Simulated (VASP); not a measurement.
# TaSb (P-6m2) in VASP: further runs, part 2 of 2

VASP 6.6.1. Earlier steps stand in the parts before.

### Step 3. Single point, PBEsol

File INCAR:

```
PREC = Accurate
ENCUT = 520
EDIFF = 1E-6
ISMEAR = -1
SIGMA = 0.15
LREAL = False
LASPH = True
NELM = 80
ALGO = Normal
ISIF = 2
LWAVE = False
LCHARG = False
GGA = PS
NBANDS = 15
```

File KPOINTS:

```
regular mesh
0
Gamma
  15 15 12
```

File POSCAR:

```
TaSb
1.0
    3.5428234342      0.0000000000      0.0000000000
   -1.7714117171      3.0681750952      0.0000000000
    0.0000000000      0.0000000000      3.7743054601
Ta Sb
1 1
Direct
    0.6666666667      0.3333333333      0.5000000000
    0.3333333333      0.6666666667      0.0000000000
```

Potentials or basis: VASP PAW PBE potentials, release 64 (Ta_pv, Sb).

Started as:

```console
$ cat potpaw_PBE.64/Ta_pv/POTCAR potpaw_PBE.64/Sb/POTCAR > POTCAR
$ mpirun -np 1 vasp_std > vasp.out
```

OUTCAR:

```text
PREC = Accurate
   ENCUT = 520
   EDIFF = 1E-6
   ISMEAR = -1
   LREAL = False
   LASPH = True
   NELM = 80
   ISIF = 2
   GGA = PS

 ion  position               nearest neighbor table
   1  0.667  0.333  0.500-   2 2.78   2 2.78   2 2.78   2 2.78   2 2.78   2 2.78
   2  0.333  0.667  0.000-   1 2.78   1 2.78   1 2.78   1 2.78   1 2.78   1 2.78

  LATTYP: Found a hexagonal cell.
 ALAT       =     3.5428234342
 C/A-ratio  =     1.0653382903

  Lattice vectors:

 A1 = (   3.5428234342,   0.0000000000,   0.0000000000)
 A2 = (  -1.7714117171,   3.0681750952,   0.0000000000)
 A3 = (   0.0000000000,   0.0000000000,   3.7743054601)

Analysis of symmetry for initial positions (statically):
=====================================================================
 Subroutine PRICEL returns:
 Original cell was already a primitive cell.

 Routine SETGRP: Setting up the symmetry group for a
 hexagonal supercell.

 Subroutine GETGRP returns: Found 12 space group operations
 (whereof 12 operations were pure point group operations)
 out of a pool of 24 trial point group operations.

The static configuration has the point symmetry D_3h.

Analysis of symmetry for dynamics (positions and initial velocities):
=====================================================================
 Subroutine PRICEL returns:
 Original cell was already a primitive cell.

 Routine SETGRP: Setting up the symmetry group for a
 hexagonal supercell.

 Subroutine GETGRP returns: Found 12 space group operations
 (whereof 12 operations were pure point group operations)
 out of a pool of 24 trial point group operations.

The dynamic configuration has the point symmetry D_3h.

 Subroutine INISYM returns: Found 12 space group operations
 (whereof 12 operations are pure point group operations),
 and found     1 'primitive' translations

[... 116 lines left out ...]
  Fermi-wavevector in a.u.,A,eV,Ry     =   1.196077  2.260258 19.464508  1.430601
  Thomas-Fermi vector in A             =   2.332027
   LORBIT       =      0    0 simple, 1 ext, 2 COOP (PROOUT), +10 PAW based schemes
   GGA     = PS    functional components
   LHFCALC =     F    Hartree Fock is set to
   AEXX    =    0.0000 exact exchange contribution
   IVDW    =     0    specifies the selected vdW correction
   LEPSILON=     F    determine dielectric tensor
   LRPA    =     F    only Hartree local field effects (RPA)
 non-spin polarized calculation
  energy-cutoff  :      520.00
  volume of cell :       41.03
 maximum number of plane-waves:      1142
 NGX is ok and might be reduce to    28
   NGX = 13   NGY = 13   NGZ = 15

 number of electron      16.0000001 magnetization

 Free energy of the ion-electron system (eV)
  ---------------------------------------------------
  ext. energy  EPLUGINS =         0.00000000
  ---------------------------------------------------
  free energy    TOTEN  =       -17.10530965 eV

  energy without entropy =      -17.06430661  energy(sigma->0) =      -17.08480813

 E-fermi :   8.3203     XC(G=0): -11.7320

 val. band max:        8.3196359945   @ k =   0.4000   0.1333   0.0000
 cond. band min:       8.3228219630   @ k =   0.4000   0.2000   0.0000
 fundamental gap:      0.0031859685
 Fermi energy:         8.3202995205

 k-point     1 :       0.0000    0.0000    0.0000
  band No.  band energies     occupation
      1     -26.5101      2.00000
      2     -26.3147      2.00000
      3     -26.3147      2.00000
      4      -4.3045      2.00000
      5       5.5889      2.00000
      6       6.7910      1.99993
      7       6.7910      1.99993
      8       7.3836      1.99613
      9       9.4813      0.00087
     10       9.4813      0.00087
     11      13.3612      0.00000
     12      13.3612      0.00000
     13      13.3961      0.00000
     14      15.2074      0.00000
[... 401 lines left out ...]
      2     -26.4483      2.00000
      3     -26.3841      2.00000
      4      -1.1730      2.00000
      5       2.2118      2.00000
      6       4.8797      2.00000
      7       5.5671      2.00000
      8       8.3228      0.99159
      9       8.6408      0.21121
     10      10.1467      0.00001
     11      10.7497      0.00000
     12      14.7402      0.00000
     13      15.0985      0.00000
     14      16.9169      0.00000
     15      18.1263      0.00000

 [... further k-points ...]
[... 5 lines left out ...]
  --------------------------------------------------------------------------------------
  -------------------------------------------------------------------------------------
  Total        0.0503579      0.0503579      0.1010713      0.0000000      0.0000000      0.0000000
  in kB        1.9665806      1.9665806      3.9470425      0.0000000      0.0000000      0.0000000
  external PRESSURE =       2.6267345 kB  Pullay stress =       0.0000000 kB

 VOLUME and BASIS-vectors are now :
 -----------------------------------------------------------------------------
  energy-cutoff  :      520.00
  volume of cell :       41.03
      direct lattice vectors                 reciprocal lattice vectors
     3.542823434  0.000000000  0.000000000     0.282260750  0.162963320  0.000000000
    -1.771411717  3.068175095  0.000000000     0.000000000  0.325926640  0.000000000
     0.000000000  0.000000000  3.774305460     0.000000000  0.000000000  0.264949409

 POSITION                                       TOTAL-FORCE (eV/Angst)
 -----------------------------------------------------------------------------------
      1.77141      1.02273      1.88715        -0.000000      0.000000      0.000000
     -0.00000      2.04545      0.00000         0.000000     -0.000000      0.000000
 -----------------------------------------------------------------------------------
    total drift:                               -0.000000      0.000000      0.000000

  FREE ENERGIE OF THE ION-ELECTRON SYSTEM (eV)
  ---------------------------------------------------
  free  energy   TOTEN  =       -17.1053096544 eV

  energy  without entropy=      -17.0643066079  energy(sigma->0) =      -17.08480813
```

stdout:

```text
POSCAR found type information on POSCAR TaSb
 POSCAR found :  2 types and       2 ions
 scaLAPACK will be used
 -----------------------------------------------------------------------------
|                                                                             |
|                                                                             |
|     You enforced a specific xc type in the INCAR file but a different       |
|     I HOPE YOU KNOW WHAT YOU ARE DOING!                                     |
|                                                                             |
 -----------------------------------------------------------------------------

 LDA part: xc-table for (Slater+PW92), standard interpolation
 POSCAR, INCAR and KPOINTS ok, starting setup
 FFT: planning ... GRIDC
 FFT: planning ... GRID_SOFT
 FFT: planning ... GRID
 WAVECAR not read
 entering main loop
```

Wall time 90 s (1 thread of Oxide Virtual Turin-like, shared host); peak memory 0.22 GiB.

Results:

```
Free energy            : -17.1053 eV
Pressure               : 0.3 GPa
Band gap on the k mesh : zero (band 8 reaches 8.40 eV, above the bottom of band 9 at 8.17 eV)
```

Levels at points of the mesh, in eV from the Fermi level:
| k point | band 5 | band 6 | band 7 | band 8 | band 9 | band 10 | band 11 | band 12 |
| --- | --- | --- | --- | --- | --- | --- | --- | --- |
| (0.00, 0.00, 0.00) | -2.73 | -1.53 | -1.53 | -0.94 | 1.16 | 1.16 | 5.04 | 5.04 |
| (0.00, 0.00, 0.50) | -7.39 | -0.71 | -0.71 | -0.15 | -0.15 | 1.01 | 4.40 | 4.40 |

Caveat: the PAW data sets were made with another functional, which shifts forces and pressure a little; spin-orbit coupling is left out, which moves the levels of the heavy elements.

### Step 4. Relaxation of cell and atoms, PBEsol

File INCAR:

```
SYSTEM = TaSb
ALGO = Normal
EDIFF = 1E-6
EDIFFG = -0.001
ENCUT = 600
GGA = PS
IBRION = 2
ISIF = 3
ISMEAR = -1
LASPH = .True.
LCHARG = .False.
LREAL = .False.
LWAVE = .False.
NELM = 60
NSW = 80
PREC = Accurate
SIGMA = 0.15
```

File KPOINTS:

```
k-points
0
Gamma
  15 15 12
  0 0 0
```

File POSCAR:

```
TaSb
1.0
    3.5418128245      0.0000000000      0.0000000000
   -1.7709064122      3.0672998815      0.0000000000
    0.0000000000      0.0000000000      3.7742596676
Ta Sb
1 1
Direct
    0.6666666667      0.3333333333      0.5000000000
    0.3333333333      0.6666666667      0.0000000000
```

Started as:

```console
$ cat potpaw_PBE.64/Ta_pv/POTCAR potpaw_PBE.64/Sb/POTCAR > POTCAR
$ mpirun -np 1 vasp_std > vasp.out
```

Wall time 5.4 min (1 thread of Oxide Virtual Turin-like, shared host); peak memory 0.24 GiB.

Results (log left out):

| Item | Value |
| --- | --- |
| Free energy | -17.1056 eV |
| Relaxed volume | 20.55 Å³/atom |
| Relaxed cell | a = 3.544 Å, b = 3.544 Å, c = 3.778 Å, α = 90.00°, β = 90.00°, γ = 120.00° |
| Space group after relaxing (to 0.05 Å) | P-6m2 (No. 187) |
| Energy gained by relaxing | 0.1 meV/atom |
| Ionic steps | 16 |
| Pressure after relaxing | 0.0 GPa |
| Band gap on the k mesh | zero (band 8 reaches 8.38 eV, above the bottom of band 9 at 8.15 eV) |

The path:
| step | energy change (eV) | largest force (eV/Å) | pressure (GPa) | volume (Å³) |
| --- | --- | --- | --- | --- |
| 1 | 0.0000 | 0.0000 | 0.35 | 41.00 |
| 2 | 0.0003 | 0.0000 | -0.62 | 41.27 |
| 3 | -0.0001 | 0.0000 | -0.01 | 41.10 |
| 4 | -0.0001 | 0.0000 | 0.01 | 41.09 |
| 5 | -0.0001 | 0.0000 | 0.01 | 41.09 |
| 6 | -0.0001 | 0.0000 | 0.03 | 41.09 |
| 7 | -0.0001 | 0.0000 | 0.03 | 41.09 |
| 8 | -0.0001 | 0.0000 | 0.00 | 41.10 |
| 9 | -0.0001 | 0.0000 | -0.02 | 41.10 |
| 10 | -0.0001 | 0.0000 | -0.02 | 41.10 |
| 11 | -0.0001 | 0.0000 | 0.00 | 41.09 |
| 12 | -0.0001 | 0.0000 | 0.01 | 41.09 |
| 13 | -0.0001 | 0.0000 | 0.01 | 41.09 |
| 14 | -0.0001 | 0.0000 | 0.02 | 41.09 |
| 15 | -0.0001 | 0.0000 | 0.02 | 41.10 |
| 16 | -0.0001 | 0.0000 | 0.00 | 41.10 |

Final structure:
```yaml
crystal:
  lattice:
    - [3.54409, 0.00000, 0.00000]
    - [-1.77205, 3.06928, 0.00000]
    - [0.00000, 0.00000, 3.77832]
  atoms:
    - { symbol: Ta, position: [0.66667, 0.33333, 0.50000] }
    - { symbol: Sb, position: [0.33333, 0.66667, 0.00000] }
```

Levels at points of the mesh, in eV from the Fermi level:
| k point | band 6 | band 7 | band 8 | band 9 | band 10 | band 11 |
| --- | --- | --- | --- | --- | --- | --- |
| (0.00, 0.00, 0.00) | -1.52 | -1.52 | -0.95 | 1.16 | 1.16 | 5.03 |
| (0.00, 0.00, 0.50) | -0.71 | -0.71 | -0.15 | -0.15 | 1.00 | 4.39 |

Caveat: the PAW data sets were made with another functional, which shifts forces and pressure a little; spin-orbit coupling is left out, which moves the levels of the heavy elements.

### Step 5. Relaxation of cell and atoms, PBEsol

This run uses another cell than the first one, of 20.62 Å³/atom, 1.006 times its volume.

File INCAR:

```
  ALGO = Normal
  EDIFF = 1E-7
  EDIFFG = -0.005
  ENCUT = 600
  GGA = PS
  IBRION = 2
  ISIF = 3
  ISMEAR = 0
  LASPH = True
  LCHARG = False
  LREAL = False
  LWAVE = False
  NELM = 60
  NSW = 100
  PREC = Accurate
  SIGMA = 0.1
```

File KPOINTS:

```
k-points
0
Gamma
  15 15 12
```

File POSCAR:

```
TaSb
1.0
    3.5687862502      0.0000000000      0.0000000000
   -1.7843931251      3.0906595533      0.0000000000
    0.0000000000      0.0000000000      3.7381141916
Ta Sb
1 1
Direct
    0.6666666667      0.3333333333      0.5000000000
    0.3333333333      0.6666666667      0.0000000000
```

Started as:

```console
$ cat potpaw_PBE.64/Ta_pv/POTCAR potpaw_PBE.64/Sb/POTCAR > POTCAR
$ mpirun -np 1 vasp_std > vasp.out
```

It took 4.8 min on 1 thread of Oxide Virtual Turin-like, shared host; peak memory 0.25 GiB.

The run converged. Its results:

```yaml
Free_energy: -17.0901 eV
Relaxed_volume: 20.54 Å³/atom
Relaxed_cell: a = 3.543 Å, b = 3.543 Å, c = 3.778 Å, α = 90.00°, β = 90.00°, γ = 120.00°
Space_group_after_relaxing_to_0.05_Å: P-6m2 (No. 187)
Energy_gained_by_relaxing: 1.2 meV/atom
Ionic_steps: 7
Pressure_after_relaxing: 0.0 GPa
Band_gap_on_the_k_mesh: zero (band 8 reaches 8.39 eV, above the bottom of band 9 at 8.15 eV)
```

The path:
```csv
step,energy change (eV),largest force (eV/Å),pressure (GPa),volume (Å³)
1,0.0000,0.0000,0.02,41.23
2,-0.0017,0.0000,-0.34,41.24
3,-0.0021,0.0000,-0.58,41.25
4,-0.0014,0.0000,0.98,40.77
5,-0.0024,0.0000,-0.02,41.07
6,-0.0024,0.0000,-0.03,41.08
7,-0.0024,0.0000,-0.01,41.08
```

Final structure:
```cif
data_structure
_symmetry_space_group_name_H-M 'P 1'
_symmetry_Int_Tables_number 1
_cell_length_a 3.5430
_cell_length_b 3.5430
_cell_length_c 3.7785
_cell_angle_alpha 90.000
_cell_angle_beta 90.000
_cell_angle_gamma 120.000
_cell_volume 41.08
loop_
_atom_site_label
_atom_site_type_symbol
_atom_site_fract_x
_atom_site_fract_y
_atom_site_fract_z
_atom_site_occupancy
Ta1 Ta 0.66667 0.33333 0.50000 1
Sb1 Sb 0.33333 0.66667 0.00000 1
```

Levels at points of the mesh, in eV from the Fermi level:
```tsv
k point	band 6	band 7	band 8	band 9	band 10	band 11
(0.00, 0.00, 0.00)	-1.53	-1.53	-0.95	1.15	1.15	5.03
(0.00, 0.00, 0.50)	-0.71	-0.71	-0.16	-0.16	0.99	4.40
```

Caveat: the PAW data sets were made with another functional, which shifts forces and pressure a little; spin-orbit coupling is left out, which moves the levels of the heavy elements.

### Step 6. Overview

| task | cell | cutoff (eV) | smearing | gap on the mesh (eV) | pressure (GPa) | relaxed volume (Å³/atom) |
| --- | --- | --- | --- | --- | --- | --- |
| single point | a = 3.542, b = 3.542, c = 3.774 Å, angles 90.0, 90.0, 120.0°, 2 atoms | 520 | gaussian 0.1 eV | none | 0.3 | - |
| single point | a = 3.543, b = 3.543, c = 3.774 Å, angles 90.0, 90.0, 120.0°, 2 atoms | 520 | fermi-dirac 0.15 eV | none | 0.3 | - |
| relaxation of cell and atoms | relaxed from a = 3.542, b = 3.542, c = 3.774 Å, angles 90.0, 90.0, 120.0°, 2 atoms | 600 | fermi-dirac 0.15 eV | none | 0.0 | 20.55 |
| relaxation of cell and atoms | relaxed from a = 3.569, b = 3.569, c = 3.738 Å, angles 90.0, 90.0, 120.0°, 2 atoms | 600 | gaussian 0.1 eV | none | 0.0 | 20.54 |

Alike in all rows: level PBEsol; potentials or basis VASP PAW PBE potentials, release 64 (Ta_pv, Sb); no spin polarisation; k mesh 15 × 15 × 12.

Caveats: the PAW data sets were made with another functional, which shifts forces and pressure a little; spin-orbit coupling is left out, which moves the levels of the heavy elements.

Absolute energies hang on the potentials; compare differences alone.
